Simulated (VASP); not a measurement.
# Sr2CuSeO6 (I4/m) in VASP: further runs

The runs below take Sr2CuSeO6 through single point, with r2SCAN, r2SCAN+D3(BJ).

All numbers are computed with VASP 6.6.1; they aren't measurements. Logs are shortened: lines on timing, memory, paths and dates and some standing lists are left out, and cuts for length are marked.

**1. The cell of the first run**

Symmetry: I4/m, No. 87, tetragonal system. The conventional cell has a = 5.326 Å, b = 5.326 Å, c = 8.304 Å, α = 90.00°, β = 90.00°, γ = 90.00°. O (site symmetry m) has 1 Se at 1.90 Å and 1 Cu at 1.93 Å and 2 Sr at 2.59 Å and 6 O at 2.64 to 2.72 Å within 2.8 Å. O (site symmetry 4) has 1 Se at 1.83 Å and 1 Cu at 2.32 Å within 2.4 Å. Within 3.4 Å of Sr (site symmetry -4) lie 12 O at 2.59 to 3.04 Å and 4 Se at 3.38 Å and 4 Cu at 3.38 Å. Within 2.6 Å of Cu (site symmetry 4/m) lie 6 O at 1.93 to 2.32 Å. Se (site symmetry 4/m) has 6 O at 1.83 to 1.90 Å within 2.4 Å.

**2. Single point, r2SCAN**

POSCAR

```
Sr2CuSeO6
1.0
    0.0000000000      5.3263270000      0.0000000000
    5.3263270000      0.0000000000      0.0000000000
    2.6631640000      2.6631640000     -4.1517660000
O Sr Cu Se
6 2 1 1
Direct
    0.2060000000      0.2970000000      0.0000000000
    0.2970000000      0.7940000000      0.0000000000
    0.7940000000      0.7030000000      0.0000000000
    0.7030000000      0.2060000000      0.0000000000
    0.2800000000      0.2800000000      0.4400000000
    0.7200000000      0.7200000000      0.5600000000
    0.7500000000      0.2500000000      0.5000000000
    0.2500000000      0.7500000000      0.5000000000
    0.0000000000      0.0000000000      0.0000000000
    0.5000000000      0.5000000000      0.0000000000
```

INCAR.step1

```
SYSTEM = Sr2CuSeO6
PREC = Accurate ; ENCUT = 520
ISMEAR = -1 ; SIGMA = 0.0402
LREAL = .FALSE. ; LASPH = .TRUE.
NELM = 100 ; NBANDS = 48
GGA = PE ; ALGO = Normal
EDIFF = 1E-4 ; LWAVE = .TRUE.
LCHARG = .FALSE.
```

INCAR.step2

```
SYSTEM = Sr2CuSeO6
PREC = Accurate ; ENCUT = 520
EDIFF = 1E-6 ; ISMEAR = -1
SIGMA = 0.0402 ; LREAL = .FALSE.
LASPH = .TRUE. ; NELM = 100
ALGO = Normal ; ISIF = 2
LWAVE = .FALSE. ; LCHARG = .FALSE.
METAGGA = R2SCAN ; LMIXTAU = .TRUE.
NBANDS = 48 ; ISTART = 1
```

KPOINTS

```
Automatic mesh
0
G
  4 4 4
  0 0 0
```

Potentials or basis: VASP PAW PBE potentials, release 64 (O, Sr_sv, Cu, Se).

Started as:

```bash
$ cat potpaw_PBE.64/O/POTCAR potpaw_PBE.64/Sr_sv/POTCAR potpaw_PBE.64/Cu/POTCAR potpaw_PBE.64/Se/POTCAR > POTCAR
$ cp INCAR.step1 INCAR
$ mpirun -np 1 vasp_std > vasp.out
$ cp INCAR.step2 INCAR
$ mpirun -np 1 vasp_std > vasp.out
```

OUTCAR:

```text
SYSTEM = Sr2CuSeO6
   PREC = Accurate
   ENCUT = 520
   EDIFF = 1E-6
   ISMEAR = -1
   LREAL = .FALSE.
   LASPH = .TRUE.
   NELM = 100
   ISIF = 2
   METAGGA = R2SCAN
   ISTART = 1

 ion  position               nearest neighbor table
   1  0.206  0.297  0.000-  10 1.90   9 1.93   7 2.59   8 2.59   8 3.04   7 3.04
   2  0.297  0.794  0.000-  10 1.90   9 1.93   7 2.59   8 2.59   7 3.04   8 3.04
   3  0.794  0.703  0.000-  10 1.90   9 1.93   8 2.59   7 2.59   7 3.04   8 3.04
   4  0.703  0.206  0.000-  10 1.90   9 1.93   8 2.59   7 2.59   8 3.04   7 3.04
   5  0.280  0.280  0.440-  10 1.83   9 2.32   8 2.67   7 2.67   8 2.67   7 2.67
   6  0.720  0.720  0.560-  10 1.83   9 2.32   8 2.67   7 2.67   7 2.67   8 2.67
   7  0.750  0.250  0.500-   2 2.59   1 2.59   3 2.59   4 2.59   5 2.67   6 2.67   6 2.67   5 2.67
                             2 3.04   3 3.04   1 3.04   4 3.04  10 3.38  10 3.38   9 3.38   9 3.38
   8  0.250  0.750  0.500-   4 2.59   3 2.59   1 2.59   2 2.59   5 2.67   6 2.67   6 2.67   5 2.67
                             4 3.04   1 3.04   3 3.04   2 3.04   9 3.38  10 3.38  10 3.38   9 3.38
   9  0.000  0.000  0.000-   1 1.93   2 1.93   3 1.93   4 1.93   6 2.32   5 2.32   7 3.38   8 3.38
                             7 3.38   8 3.38   7 3.38   8 3.38   8 3.38   7 3.38
  10  0.500  0.500  0.000-   5 1.83   6 1.83   3 1.90   4 1.90   1 1.90   2 1.90   8 3.38   7 3.38
                             8 3.38   7 3.38   7 3.38   8 3.38   7 3.38   8 3.38

  LATTYP: Found a body centered tetragonal cell.
 ALAT       =     5.3263270000
 C/A-ratio  =     1.5589602366

  Lattice vectors:

 A1 = (  -2.6631640000,   2.6631630000,   4.1517660000)
 A2 = (   2.6631630000,  -2.6631640000,   4.1517660000)
 A3 = (   2.6631640000,   2.6631640000,  -4.1517660000)

Analysis of symmetry for initial positions (statically):
=====================================================================
 Subroutine PRICEL returns:
 Original cell was already a primitive cell.

 Routine SETGRP: Setting up the symmetry group for a
 body centered tetragonal supercell.

 Subroutine GETGRP returns: Found  8 space group operations
 (whereof  8 operations were pure point group operations)
 out of a pool of 16 trial point group operations.

The static configuration has the point symmetry C_4h.

Analysis of symmetry for dynamics (positions and initial velocities):
=====================================================================
 Subroutine PRICEL returns:
 Original cell was already a primitive cell.

 Routine SETGRP: Setting up the symmetry group for a
 body centered tetragonal supercell.

 Subroutine GETGRP returns: Found  8 space group operations
 (whereof  8 operations were pure point group operations)
 out of a pool of 16 trial point group operations.

The dynamic configuration has the point symmetry C_4h.

 Subroutine INISYM returns: Found  8 space group operations
 (whereof  8 operations are pure point group operations),
 and found     1 'primitive' translations

----------------------------------------------------------------------------------------

                                     Primitive cell

  volume of cell :     117.7846

  direct lattice vectors                    reciprocal lattice vectors
     0.000000000  5.326327000  0.000000000     0.000000000  0.187746640  0.120430702
     5.326327000  0.000000000  0.000000000     0.187746640  0.000000000  0.120430702
     2.663164000  2.663164000 -4.151766000     0.000000000  0.000000000 -0.240861359

  length of vectors
     5.326327000  5.326327000  5.605537075     0.223052359  0.223052359  0.240861359

  position of ions in fractional coordinates (direct lattice)
     0.206000000  0.297000000  0.000000000
     0.297000000  0.794000000  0.000000000
     0.794000000  0.703000000  0.000000000
     0.703000000  0.206000000  0.000000000
     0.280000000  0.280000000  0.440000000
     0.720000000  0.720000000  0.560000000
     0.750000000  0.250000000  0.500000000
     0.250000000  0.750000000  0.500000000
     0.000000000  0.000000000  0.000000000
     0.500000000  0.500000000  0.000000000

  ion indices of the primitive-cell ions
   primitive index   ion index
                 1           1
                 2           2
                 3           3
                 4           4
                 5           5
                 6           6
                 7           7
                 8           8
                 9           9
                10          10

----------------------------------------------------------------------------------------

 KPOINTS: Automatic mesh

Automatic generation of k-mesh.
 Grid dimensions read from file:
 generate k-points for:    4    4    4

 Generating k-lattice:

  Cartesian coordinates                     Fractional coordinates (reciprocal lattice)
     0.000000000  0.046936660  0.030107675     0.250000000  0.000000000  0.000000000
     0.046936660  0.000000000  0.030107675     0.000000000  0.250000000  0.000000000
     0.000000000  0.000000000 -0.060215340     0.000000000  0.000000000  0.250000000

  Length of vectors
     0.055763090  0.055763090  0.060215340

  Shift w.r.t. Gamma in fractional coordinates (k-lattice)
     0.000000000  0.000000000  0.000000000

 Subroutine IBZKPT returns following result:
 ===========================================

 Found     14 irreducible k-points:

 Following reciprocal coordinates:
            Coordinates               Weight
  0.000000  0.000000  0.000000      1.000000
  0.250000  0.000000 -0.000000      8.000000
  0.500000  0.000000 -0.000000      4.000000
  0.250000  0.250000 -0.000000      8.000000
  0.500000  0.250000 -0.000000      8.000000
 -0.250000  0.500000 -0.000000      8.000000
 -0.250000  0.250000  0.000000      4.000000
  0.500000  0.500000 -0.000000      2.000000
  0.000000  0.000000  0.250000      2.000000
  0.500000  0.000000  0.250000      4.000000
 -0.250000  0.000000  0.250000      8.000000
  0.500000  0.500000  0.250000      2.000000
 -0.250000 -0.250000  0.250000      4.000000
  0.000000  0.000000  0.500000      1.000000
   k-points           NKPTS =     14   k-points in BZ     NKDIM =     14   number of bands    NBANDS=     48
   number of dos      NEDOS =    301   number of ions     NIONS =     10
   total plane-waves  NPLWV =  67200
   dimension x,y,z NGX =    40 NGY =   40 NGZ =   42
   dimension x,y,z NGXF=    80 NGYF=   80 NGZF=   84
   ions per type =               6   2   1   1
   NGX,Y,Z   is equivalent  to a cutoff of  12.48, 12.48, 12.46 a.u.
   NGXF,Y,Z  is equivalent  to a cutoff of  24.97, 24.97, 24.91 a.u.
 SYSTEM =  Sr2CuSeO6
   PREC   = accura    normal or accurate (medium, high low for compatibility)
   ISTART =      1    job   : 0-new  1-cont  2-samecut
   ICHARG =      0    charge: 1-file 2-atom 10-const
   ISPIN  =      1    spin polarized calculation?
   LNONCOLLINEAR =      F non collinear calculations
   LSORBIT =      F    spin-orbit coupling
   LASPH  =      T    aspherical Exc in radial PAW
   ENCUT  =  520.0 eV  38.22 Ry    6.18 a.u.   9.90  9.90 10.42*2*pi/ulx,y,z
   NELM   =    100;   NELMIN=  2; NELMDL=  0     # of ELM steps
   EDIFF  = 0.1E-05   stopping-criterion for ELM
   LREAL  =      F    real-space projection
   EDIFFG = 0.1E-04   stopping-criterion for IOM
   NSW    =      0    number of steps for IOM
   IBRION =     -1    ionic relax: 0-MD 1-quasi-New 2-CG
   NFREE  =      0    steps in history (QN), initial steepest desc. (CG)
   ISIF   =      2    stress and relaxation
   ISYM   =      2    0-nonsym 1-usesym 2-fastsym
   POTIM  = 0.5000    time-step for ionic-motion
   TEBEG  =    0.0;   TEEND  =   0.0 temperature during run
   PSTRESS=    0.0 pullay stress
   NELECT =      73.0000    total number of electrons
   NUPDOWN=      -1.0000    fix difference up-down
   EMIN   =  10.00;   EMAX   =-10.00  energy-range for DOS
   EFERMI =   0.00;   METHOD = LEGACY
   ISMEAR =    -1;   SIGMA  =   0.04  broadening in eV -4-tet -1-fermi 0-gaus
   EFERMI_NEDOS =   21; number of points for ismear=-14 and -15
   IALGO  =     38    algorithm
   IMIX   =      4    mixing-type and parameters
     AMIX     =   0.40;   BMIX     =  1.00
     AMIX_MAG =   1.60;   BMIX_MAG =  1.00
  volume/ion in A,a.u.               =      11.78        79.48
  Fermi-wavevector in a.u.,A,eV,Ry     =   1.395788  2.637658 26.507217  1.948225
  Thomas-Fermi vector in A             =   2.519206
   LORBIT       =      0    0 simple, 1 ext, 2 COOP (PROOUT), +10 PAW based schemes
   METAGGA = R2SCAN    functional components
   LHFCALC =     F    Hartree Fock is set to
   AEXX    =    0.0000 exact exchange contribution
   IVDW    =     0    specifies the selected vdW correction
   LEPSILON=     F    determine dielectric tensor
   LRPA    =     F    only Hartree local field effects (RPA)
 non-spin polarized calculation
  energy-cutoff  :      520.00
  volume of cell :      117.78
 maximum number of plane-waves:      3184
   NGX = 19   NGY = 19   NGZ = 21

 number of electron      73.0000000 magnetization

 Free energy of the ion-electron system (eV)
  ---------------------------------------------------
  ext. energy  EPLUGINS =         0.00000000
  ---------------------------------------------------
  free energy    TOTEN  =      -108.90276323 eV

  energy without entropy =     -108.88271790  energy(sigma->0) =     -108.89274056

 E-fermi :   3.7910     XC(G=0): -11.8462

 val. band max:        3.7900997004   @ k =  -0.2500  -0.2500   0.2500
 cond. band min:       3.9043414466   @ k =   0.5000   0.5000  -0.0000
 fundamental gap:      0.1142417462
 Fermi energy:         3.7910116948

 k-point     1 :       0.0000    0.0000    0.0000
  band No.  band energies     occupation
      1     -30.1782      2.00000
      2     -30.0999      2.00000
      3     -18.0124      2.00000
      4     -15.3803      2.00000
      5     -15.1095      2.00000
      6     -15.1095      2.00000
[... 40 lines left out ...]
     47      12.4090      0.00000
     48      12.4695      0.00000
[... 661 lines left out ...]
     47      13.2444      0.00000
     48      13.3480      0.00000

------------------------ aborting loop because EDIFF is reached ----------------------------------------

  FORCE on cell =-STRESS in cart. coord.  units (eV):
  Direction    XX          YY          ZZ          XY          YZ          ZX
  --------------------------------------------------------------------------------------
  -------------------------------------------------------------------------------------
  Total       -1.1378108     -1.1378108     -1.0087362     -0.0000395      0.0000001      0.0000001
  in kB      -15.4771899    -15.4771899    -13.7214389     -0.0005370      0.0000017      0.0000017
  external PRESSURE =     -14.8919396 kB  Pullay stress =       0.0000000 kB

 VOLUME and BASIS-vectors are now :
 -----------------------------------------------------------------------------
  energy-cutoff  :      520.00
  volume of cell :      117.78
      direct lattice vectors                 reciprocal lattice vectors
     0.000000000  5.326327000  0.000000000     0.000000000  0.187746640  0.120430702
     5.326327000  0.000000000  0.000000000     0.187746640  0.000000000  0.120430702
     2.663164000  2.663164000 -4.151766000     0.000000000  0.000000000 -0.240861359

 POSITION                                       TOTAL-FORCE (eV/Angst)
 -----------------------------------------------------------------------------------
      1.58192      1.09722      0.00000         0.549241      0.827452      0.000000
      4.22910      1.58192      0.00000        -0.827452      0.549241     -0.000000
      3.74441      4.22910      0.00000        -0.549241     -0.827452     -0.000000
      1.09722      3.74441      0.00000         0.827452     -0.549241      0.000000
      2.66316      2.66316     -1.82678        -0.000000     -0.000000      0.540698
      5.32633      5.32633     -2.32499         0.000000      0.000000     -0.540698
      2.66316      5.32633     -2.07588        -0.000000     -0.000000     -0.000000
      5.32633      2.66316     -2.07588        -0.000000     -0.000000      0.000000
      0.00000      0.00000      0.00000        -0.000000     -0.000000      0.000000
      2.66316      2.66316      0.00000        -0.000000     -0.000000      0.000000
 -----------------------------------------------------------------------------------
    total drift:                                0.000000      0.000000      0.000000

  FREE ENERGIE OF THE ION-ELECTRON SYSTEM (eV)
  ---------------------------------------------------
  free  energy   TOTEN  =      -108.9027632272 eV

  energy  without entropy=     -108.8827178967  energy(sigma->0) =     -108.89274056
```

Run time: 3.2 min. Hardware: 1 thread of Intel Xeon 6975P-C (Granite Rapids), shared host; peak memory 0.32 GiB.

What came out:

```yaml
Free_energy: -108.9028 eV
Pressure: -1.5 GPa
Largest_force: 0.993 eV/Å
Band_gap_on_the_k_mesh: zero (an odd number of electrons rules out a gap without spin polarisation)
```

Forces in eV/Å, atoms in the order of the input:
```
O    0.549  0.827  0.000
O   -0.827  0.549  0.000
O   -0.549 -0.827  0.000
O    0.827 -0.549  0.000
O    0.000  0.000  0.541
O    0.000  0.000 -0.541
Sr   0.000  0.000  0.000
Sr   0.000  0.000  0.000
Cu   0.000  0.000  0.000
Se   0.000  0.000  0.000
```

Caveat: the PAW data sets were made with another functional, which shifts forces and pressure a little; an odd number of electrons without spin polarisation forces a metal; a magnetic or distorted state may lie lower; semilocal functionals often make such compounds metallic where correlation or magnetic order opens a gap, which also shifts bond lengths. With open d or f shells a metallic result of r2SCAN can be an artefact of self-interaction; +U or a hybrid may open a gap.

**3. Single point, r2SCAN**

POSCAR is that of step 2.

INCAR.step1

```
SYSTEM = Sr2CuSeO6
  ALGO = Normal
  EDIFF = 1E-4
  ENCUT = 520
  GGA = PE
  ISMEAR = -1
  LASPH = .True.
  LCHARG = .False.
  LREAL = .False.
  LWAVE = .True.
  NBANDS = 48
  NELM = 60
  PREC = Accurate
  SIGMA = 0.01
```

INCAR.step2

```
SYSTEM = Sr2CuSeO6
  ALGO = Normal
  EDIFF = 1E-6
  ENCUT = 520
  ISIF = 2
  ISMEAR = -1
  ISTART = 1
  LASPH = .True.
  LCHARG = .False.
  LMIXTAU = .True.
  LREAL = .False.
  LWAVE = .False.
  METAGGA = R2SCAN
  NBANDS = 48
  NELM = 60
  PREC = Accurate
  SIGMA = 0.01
```

KPOINTS

```
k-points
0
Gamma
  4 4 4
  0 0 0
```

Potentials or basis: VASP PAW PBE potentials, release 64 (O, Sr_sv, Cu, Se).

Started as:

```bash
$ cat potpaw_PBE.64/O/POTCAR potpaw_PBE.64/Sr_sv/POTCAR potpaw_PBE.64/Cu/POTCAR potpaw_PBE.64/Se/POTCAR > POTCAR
$ cp INCAR.step1 INCAR
$ mpirun -np 1 vasp_std > vasp.out
$ cp INCAR.step2 INCAR
$ mpirun -np 1 vasp_std > vasp.out
```

OUTCAR:

```text
SYSTEM = Sr2CuSeO6
   EDIFF = 1E-6
   ENCUT = 520
   ISIF = 2
   ISMEAR = -1
   ISTART = 1
   LASPH = .True.
   LREAL = .False.
   METAGGA = R2SCAN
   NELM = 60
   PREC = Accurate

 ion  position               nearest neighbor table
   1  0.206  0.297  0.000-  10 1.90   9 1.93   7 2.59   8 2.59   8 3.04   7 3.04
   2  0.297  0.794  0.000-  10 1.90   9 1.93   7 2.59   8 2.59   7 3.04   8 3.04
   3  0.794  0.703  0.000-  10 1.90   9 1.93   8 2.59   7 2.59   7 3.04   8 3.04
   4  0.703  0.206  0.000-  10 1.90   9 1.93   8 2.59   7 2.59   8 3.04   7 3.04
   5  0.280  0.280  0.440-  10 1.83   9 2.32   8 2.67   7 2.67   8 2.67   7 2.67
   6  0.720  0.720  0.560-  10 1.83   9 2.32   8 2.67   7 2.67   7 2.67   8 2.67
   7  0.750  0.250  0.500-   2 2.59   1 2.59   3 2.59   4 2.59   5 2.67   6 2.67   6 2.67   5 2.67
                             2 3.04   3 3.04   1 3.04   4 3.04  10 3.38  10 3.38   9 3.38   9 3.38
   8  0.250  0.750  0.500-   4 2.59   3 2.59   1 2.59   2 2.59   5 2.67   6 2.67   6 2.67   5 2.67
                             4 3.04   1 3.04   3 3.04   2 3.04   9 3.38  10 3.38  10 3.38   9 3.38
   9  0.000  0.000  0.000-   1 1.93   2 1.93   3 1.93   4 1.93   6 2.32   5 2.32   7 3.38   8 3.38
[... 910 lines left out ...]
     47      13.2454      0.00000
     48      13.3488      0.00000

------------------------ aborting loop because EDIFF is reached ----------------------------------------

  FORCE on cell =-STRESS in cart. coord.  units (eV):
  Direction    XX          YY          ZZ          XY          YZ          ZX
  --------------------------------------------------------------------------------------
  -------------------------------------------------------------------------------------
  Total       -1.1667738     -1.1667738     -1.0108354     -0.0000377      0.0000001      0.0000001
  in kB      -15.8711619    -15.8711619    -13.7499940     -0.0005128      0.0000017      0.0000017
  external PRESSURE =     -15.1641059 kB  Pullay stress =       0.0000000 kB

 VOLUME and BASIS-vectors are now :
 -----------------------------------------------------------------------------
  energy-cutoff  :      520.00
  volume of cell :      117.78
      direct lattice vectors                 reciprocal lattice vectors
     0.000000000  5.326327000  0.000000000     0.000000000  0.187746640  0.120430702
     5.326327000  0.000000000  0.000000000     0.187746640  0.000000000  0.120430702
     2.663164000  2.663164000 -4.151766000     0.000000000  0.000000000 -0.240861359

 POSITION                                       TOTAL-FORCE (eV/Angst)
 -----------------------------------------------------------------------------------
      1.58192      1.09722      0.00000         0.535736      0.818924      0.000000
      4.22910      1.58192      0.00000        -0.818924      0.535736     -0.000000
      3.74441      4.22910      0.00000        -0.535736     -0.818924     -0.000000
      1.09722      3.74441      0.00000         0.818924     -0.535736      0.000000
      2.66316      2.66316     -1.82678        -0.000000     -0.000000      0.538380
      5.32633      5.32633     -2.32499         0.000000      0.000000     -0.538380
      2.66316      5.32633     -2.07588         0.000000      0.000000      0.000000
      5.32633      2.66316     -2.07588         0.000000      0.000000      0.000000
      0.00000      0.00000      0.00000         0.000000      0.000000      0.000000
      2.66316      2.66316      0.00000         0.000000      0.000000      0.000000
 -----------------------------------------------------------------------------------
    total drift:                                0.000000      0.000000      0.000000

  FREE ENERGIE OF THE ION-ELECTRON SYSTEM (eV)
  ---------------------------------------------------
  free  energy   TOTEN  =      -108.8912637820 eV

  energy  without entropy=     -108.8891370065  energy(sigma->0) =     -108.89020039
```

It took 2.9 min on 1 thread of Intel Xeon 6975P-C (Granite Rapids), shared host; peak memory 0.31 GiB.

What came out:

```yaml
Free_energy: -108.8913 eV
Pressure: -1.5 GPa
Largest_force: 0.979 eV/Å
Band_gap_on_the_k_mesh: zero (an odd number of electrons rules out a gap without spin polarisation)
```

Forces in eV/Å, atoms in the order of the input:
```
O    0.536  0.819  0.000
O   -0.819  0.536  0.000
O   -0.536 -0.819  0.000
O    0.819 -0.536  0.000
O    0.000  0.000  0.538
O    0.000  0.000 -0.538
Sr   0.000  0.000  0.000
Sr   0.000  0.000  0.000
Cu   0.000  0.000  0.000
Se   0.000  0.000  0.000
```

Stress tensor (GPa, compression positive):
```
-1.59  0.00  0.00
 0.00 -1.59  0.00
 0.00  0.00 -1.37
```

Caveat: the PAW data sets were made with another functional, which shifts forces and pressure a little; an odd number of electrons without spin polarisation forces a metal; a magnetic or distorted state may lie lower; semilocal functionals often make such compounds metallic where correlation or magnetic order opens a gap, which also shifts bond lengths. With open d or f shells a metallic result of r2SCAN can be an artefact of self-interaction; +U or a hybrid may open a gap.

(Continued in part 2 of 2.)
